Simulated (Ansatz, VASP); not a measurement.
## One calculation of Mo, two programs

```
Mo
1.0
    -1.55656    1.55656    1.55656
     1.55656   -1.55656    1.55656
     1.55656    1.55656   -1.55656
Mo
1
Direct
  0.00000 0.00000 0.00000
```

Alike in both runs: task single point; functional LDA; k mesh 14 × 14 × 14; occupations fermi-dirac, width 0.01 eV; no spin polarisation.

```csv
,VASP,Ansatz
version,VASP 6.6.1,Ansatz 0.2.0
potentials or method,"VASP PAW LDA potentials, release 64 (Mo_sv), cutoff 520 eV","plane waves (420 eV) with PAW, scalar-relativistic"
valence electrons in the cell,14,14
```

```tsv
	VASP	Ansatz	Ansatz less VASP
pressure (GPa)	1.4	0.1	-1.25
```

Ansatz warns that its potentials were made for another functional, while VASP's fit it. LDA's correlation is that of Perdew and Zunger in VASP and of Perdew and Wang (1992) in Ansatz.
